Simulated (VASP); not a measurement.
# Sb (P6_3/mmc) in VASP: further runs

Sb is run at these levels: revPBE; tasks: single point.

Program: VASP 6.6.1. These are calculated values, not measurements. Logs are shortened: lines on timing, memory, paths and dates and some standing lists are left out, and cuts for length are marked.

### 1 The cell of the first run

It takes space group P6_3/mmc (No. 194, hexagonal). The conventional cell has a = 3.245 Å, b = 3.245 Å, c = 5.375 Å, α = 90.00°, β = 90.00°, γ = 120.00°. Within 4.3 Å of Sb (site symmetry -6m2) lie 12 Sb at 3.24 to 3.28 Å.

### 2 Single point, revPBE (volume scaled by 0.88)

INCAR

```
SYSTEM = Sb
ALGO     = Normal         ! electronic algorithm
EDIFF    = 1E-6           ! SCF threshold, eV
ENCUT    = 520            ! plane-wave cutoff, eV
GGA      = RE             ! functional
ISIF     = 2              ! what is computed and relaxed
ISMEAR   = -1             ! smearing method
LASPH    = .TRUE.         ! aspherical terms in the spheres
LCHARG   = .TRUE.         ! write CHGCAR
LELF     = .TRUE.         ! ELF
LREAL    = .FALSE.        ! projectors in reciprocal space
LVHAR    = .TRUE.       
LWAVE    = .FALSE.        ! write WAVECAR
NBANDS   = 12             ! bands
NELM     = 80             ! most SCF steps
PREC     = Accurate       ! precision mode
SIGMA    = 0.1            ! smearing width, eV
```

KPOINTS

```
k-points
0
G
  12 12 7
  0 0 0
```

POSCAR

```
Sb
1.0
    3.2446910589      0.0000000000      0.0000000000
   -1.6223455295      2.8099848845      0.0000000000
    0.0000000000      0.0000000000      5.3751776848
Sb
2
Direct
    0.3333333333      0.6666666667      0.2500000000
    0.6666666667      0.3333333333      0.7500000000
```

Potentials or basis: VASP PAW PBE potentials, release 64 (Sb).

Run with:

```console
> cat potpaw_PBE.64/Sb/POTCAR > POTCAR
> mpirun -np 1 vasp_std > vasp.out
```

OUTCAR:

```text
SYSTEM = Sb
   EDIFF = 1E-6
   ENCUT = 520
   GGA = RE
   ISIF = 2
   ISMEAR = -1
   LASPH = .TRUE.
   LREAL = .FALSE.
   NELM = 80
   PREC = Accurate

 ion  position               nearest neighbor table
   1  0.333  0.667  0.250-   2 3.28   2 3.28   2 3.28   2 3.28   2 3.28   2 3.28
   2  0.667  0.333  0.750-   1 3.28   1 3.28   1 3.28   1 3.28   1 3.28   1 3.28

  LATTYP: Found a hexagonal cell.
 ALAT       =     3.2446910589
 C/A-ratio  =     1.6566069272

  Lattice vectors:

 A1 = (   3.2446910589,   0.0000000000,   0.0000000000)
 A2 = (  -1.6223455295,   2.8099848845,   0.0000000000)
 A3 = (   0.0000000000,   0.0000000000,   5.3751776848)

Analysis of symmetry for initial positions (statically):
=====================================================================
 Subroutine PRICEL returns:
 Original cell was already a primitive cell.

 Routine SETGRP: Setting up the symmetry group for a
 hexagonal supercell.

 Subroutine GETGRP returns: Found 24 space group operations
 (whereof 12 operations were pure point group operations)
 out of a pool of 24 trial point group operations.

The static configuration has the point symmetry D_3d.
 The point group associated with its full space group is D_6h.

Analysis of symmetry for dynamics (positions and initial velocities):
=====================================================================
 Subroutine PRICEL returns:
 Original cell was already a primitive cell.

 Routine SETGRP: Setting up the symmetry group for a
 hexagonal supercell.

 Subroutine GETGRP returns: Found 24 space group operations
 (whereof 12 operations were pure point group operations)
 out of a pool of 24 trial point group operations.

The dynamic configuration has the point symmetry D_3d.
 The point group associated with its full space group is D_6h.

 Subroutine INISYM returns: Found 24 space group operations
 (whereof 12 operations are pure point group operations),
 and found     1 'primitive' translations

----------------------------------------------------------------------------------------

                                     Primitive cell

  volume of cell :      49.0084

  direct lattice vectors                    reciprocal lattice vectors
     3.244691059  0.000000000  0.000000000     0.308195752  0.177936900  0.000000000
    -1.622345529  2.809984884  0.000000000     0.000000000  0.355873800  0.000000000
     0.000000000  0.000000000  5.375177685     0.000000000  0.000000000  0.186040362

  length of vectors
     3.244691059  3.244691059  5.375177685     0.355873800  0.355873800  0.186040362

  position of ions in fractional coordinates (direct lattice)
     0.333333333  0.666666667  0.250000000
     0.666666667  0.333333333  0.750000000

  ion indices of the primitive-cell ions
   primitive index   ion index
                 1           1
                 2           2

----------------------------------------------------------------------------------------

 KPOINTS: k-points

Automatic generation of k-mesh.
 Grid dimensions read from file:
 generate k-points for:   12   12    7

 Generating k-lattice:

  Cartesian coordinates                     Fractional coordinates (reciprocal lattice)
     0.025682979  0.014828075  0.000000000     0.083333333  0.000000000  0.000000000
     0.000000000  0.029656150  0.000000000     0.000000000  0.083333333  0.000000000
     0.000000000  0.000000000  0.026577195     0.000000000  0.000000000  0.142857143

  Length of vectors
     0.029656150  0.029656150  0.026577195

  Shift w.r.t. Gamma in fractional coordinates (k-lattice)
     0.000000000  0.000000000  0.000000000

 Subroutine IBZKPT returns following result:
 ===========================================

 Found     76 irreducible k-points:

 Following reciprocal coordinates:
            Coordinates               Weight
  0.000000  0.000000  0.000000      1.000000
  0.083333  0.000000  0.000000      6.000000
  0.166667 -0.000000  0.000000      6.000000
  0.250000  0.000000  0.000000      6.000000
  0.333333  0.000000  0.000000      6.000000
  0.416667  0.000000  0.000000      6.000000
[... 16 lines left out ...]
  0.250000  0.000000  0.142857     12.000000
  0.333333  0.000000  0.142857     12.000000
 [... further k-points ...]
   k-points           NKPTS =     76   k-points in BZ     NKDIM =     76   number of bands    NBANDS=     12
   number of dos      NEDOS =    301   number of ions     NIONS =      2
   total plane-waves  NPLWV =  23040
   dimension x,y,z NGX =    24 NGY =   24 NGZ =   40
   dimension x,y,z NGXF=    48 NGYF=   48 NGZF=   80
   ions per type =               2
   NGX,Y,Z   is equivalent  to a cutoff of  12.30, 12.30, 12.37 a.u.
   NGXF,Y,Z  is equivalent  to a cutoff of  24.59, 24.59, 24.74 a.u.
 SYSTEM =  Sb
   PREC   = accura    normal or accurate (medium, high low for compatibility)
   ISTART =      0    job   : 0-new  1-cont  2-samecut
   ICHARG =      2    charge: 1-file 2-atom 10-const
   ISPIN  =      1    spin polarized calculation?
   LNONCOLLINEAR =      F non collinear calculations
   LSORBIT =      F    spin-orbit coupling
   LASPH  =      T    aspherical Exc in radial PAW
   ENCUT  =  520.0 eV  38.22 Ry    6.18 a.u.   6.03  6.03  9.99*2*pi/ulx,y,z
   NELM   =     80;   NELMIN=  2; NELMDL= -5     # of ELM steps
   EDIFF  = 0.1E-05   stopping-criterion for ELM
   LREAL  =      F    real-space projection
   EDIFFG = 0.1E-04   stopping-criterion for IOM
   NSW    =      0    number of steps for IOM
   IBRION =     -1    ionic relax: 0-MD 1-quasi-New 2-CG
   NFREE  =      0    steps in history (QN), initial steepest desc. (CG)
   ISIF   =      2    stress and relaxation
   ISYM   =      2    0-nonsym 1-usesym 2-fastsym
   POTIM  = 0.5000    time-step for ionic-motion
   TEBEG  =    0.0;   TEEND  =   0.0 temperature during run
   PSTRESS=    0.0 pullay stress
   NELECT =      10.0000    total number of electrons
   NUPDOWN=      -1.0000    fix difference up-down
   EMIN   =  10.00;   EMAX   =-10.00  energy-range for DOS
   EFERMI =   0.00;   METHOD = LEGACY
   ISMEAR =    -1;   SIGMA  =   0.10  broadening in eV -4-tet -1-fermi 0-gaus
   EFERMI_NEDOS =   21; number of points for ismear=-14 and -15
   IALGO  =     38    algorithm
   IMIX   =      4    mixing-type and parameters
     AMIX     =   0.40;   BMIX     =  1.00
     AMIX_MAG =   1.60;   BMIX_MAG =  1.00
  volume/ion in A,a.u.               =      24.50       165.36
  Fermi-wavevector in a.u.,A,eV,Ry     =   0.963795  1.821309 12.638469  0.928901
  Thomas-Fermi vector in A             =   2.093371
   LORBIT       =      0    0 simple, 1 ext, 2 COOP (PROOUT), +10 PAW based schemes
   GGA     = RE    functional components
   LHFCALC =     F    Hartree Fock is set to
   AEXX    =    0.0000 exact exchange contribution
   IVDW    =     0    specifies the selected vdW correction
   LEPSILON=     F    determine dielectric tensor
   LRPA    =     F    only Hartree local field effects (RPA)
 non-spin polarized calculation
  energy-cutoff  :      520.00
  volume of cell :       49.01
 maximum number of plane-waves:      1344
   NGX = 13   NGY = 13   NGZ = 19

 number of electron      10.0000000 magnetization

 Free energy of the ion-electron system (eV)
  ---------------------------------------------------
  ext. energy  EPLUGINS =         0.00000000
  ---------------------------------------------------
  free energy    TOTEN  =        -6.90727047 eV

  energy without entropy =       -6.86469181  energy(sigma->0) =       -6.88598114

 E-fermi :   9.9165     XC(G=0): -10.6249

 val. band max:        9.8981710804   @ k =   0.2500   0.2500   0.2857
 cond. band min:       9.9326073492   @ k =   0.3333   0.0833   0.1429
 fundamental gap:      0.0344362687
 Fermi energy:         9.9164735229

 k-point     1 :       0.0000    0.0000    0.0000
  band No.  band energies     occupation
      1      -3.8147      2.00000
      2       0.3523      2.00000
      3       3.3991      2.00000
      4      14.1140      0.00000
      5      14.1140      0.00000
      6      15.8017      0.00000
      7      15.8847      0.00000
      8      15.8847      0.00000
      9      18.1988      0.00000
     10      18.9366      0.00000
     11      20.2909      0.00000
     12      20.2909      0.00000

 k-point     2 :       0.0833    0.0000    0.0000
  band No.  band energies     occupation
      1      -3.6796      2.00000
      2       0.4755      2.00000
      3       3.5396      2.00000
      4      12.7178      0.00000
      5      13.5545      0.00000
      6      15.1670      0.00000
      7      15.7016      0.00000
      8      16.0384      0.00000
      9      18.2219      0.00000
     10      19.1566      0.00000
     11      20.2149      0.00000
     12      20.2747      0.00000

 k-point     3 :       0.1667   -0.0000    0.0000
  band No.  band energies     occupation
      1      -3.2749      2.00000
      2       0.8400      2.00000
      3       3.9581      2.00000
      4      10.3288      0.03188
      5      12.5827      0.00000
      6      13.5127      0.00000
      7      15.1500      0.00000
      8      15.7855      0.00000
      9      16.7462      0.00000
     10      18.9500      0.00000
     11      19.9675      0.00000
     12      20.4697      0.00000
[... 286 lines left out ...]
 k-point    23 :       0.2500    0.0000    0.1429
  band No.  band energies     occupation
      1      -2.4975      2.00000
      2       0.9055      2.00000
      3       5.3344      2.00000
      4       8.1008      2.00000
      5      11.0098      0.00004
      6      11.7935      0.00000
      7      13.8634      0.00000
      8      14.8350      0.00000
      9      15.8001      0.00000
     10      17.6578      0.00000
     11      18.6148      0.00000
     12      20.5664      0.00000

 k-point    24 :       0.3333    0.0000    0.1429
  band No.  band energies     occupation
      1      -1.5765      2.00000
      2       1.6682      2.00000
      3       5.5604      2.00000
      4       6.6783      2.00000
      5       8.9119      1.99991
      6      11.1030      0.00001
      7      12.5669      0.00000
      8      14.2206      0.00000
      9      15.0746      0.00000
     10      17.2736      0.00000
     11      18.5664      0.00000
     12      20.1134      0.00000

 [... further k-points ...]
[... 5 lines left out ...]
  --------------------------------------------------------------------------------------
  -------------------------------------------------------------------------------------
  Total        3.1338420      3.1338420      2.5029771     -0.0000000      0.0000000      0.0000000
  in kB      102.4513093    102.4513093     81.8271245     -0.0000000      0.0000000      0.0000000
  external PRESSURE =      95.5765810 kB  Pullay stress =       0.0000000 kB

 VOLUME and BASIS-vectors are now :
 -----------------------------------------------------------------------------
  energy-cutoff  :      520.00
  volume of cell :       49.01
      direct lattice vectors                 reciprocal lattice vectors
     3.244691059  0.000000000  0.000000000     0.308195752  0.177936900  0.000000000
    -1.622345529  2.809984884  0.000000000     0.000000000  0.355873800  0.000000000
     0.000000000  0.000000000  5.375177685     0.000000000  0.000000000  0.186040362

 POSITION                                       TOTAL-FORCE (eV/Angst)
 -----------------------------------------------------------------------------------
     -0.00000      1.87332      1.34379         0.000000     -0.000000      0.000000
      1.62235      0.93666      4.03138        -0.000000      0.000000      0.000000
 -----------------------------------------------------------------------------------
    total drift:                               -0.000000      0.000000      0.000000

  FREE ENERGIE OF THE ION-ELECTRON SYSTEM (eV)
  ---------------------------------------------------
  free  energy   TOTEN  =        -6.9072704705 eV

  energy  without entropy=       -6.8646918118  energy(sigma->0) =       -6.88598114
```

Run time: 20 s. Hardware: 1 thread of AMD EPYC 9R14 (Zen 4), shared host; peak memory 0.15 GiB.

Results:

* Free energy: -6.9073 eV
* Pressure: 9.6 GPa
* Band gap on the k mesh: zero (band 5 reaches 14.80 eV, above the bottom of band 6 at 6.61 eV)

Stress tensor (GPa, compression positive):
```
10.25  0.00  0.00
 0.00 10.25  0.00
 0.00  0.00  8.18
```

Levels at points of the mesh, in eV from the Fermi level:
```tsv
k point	band 1	band 2	band 3	band 4	band 5	band 6	band 7	band 8	band 9	band 10
(0.00, 0.00, 0.00)	-13.73	-9.56	-6.52	4.20	4.20	5.89	5.97	5.97	8.28	9.02
(0.50, 0.00, 0.00)	-9.63	-8.29	-4.60	-3.47	-2.57	-0.34	0.49	4.09	4.49	7.75
```

Caveat: the PAW data sets were made with another functional, which shifts forces and pressure a little; spin-orbit coupling is left out, which moves the levels of the heavy elements.

(Continued in part 2 of 2.)
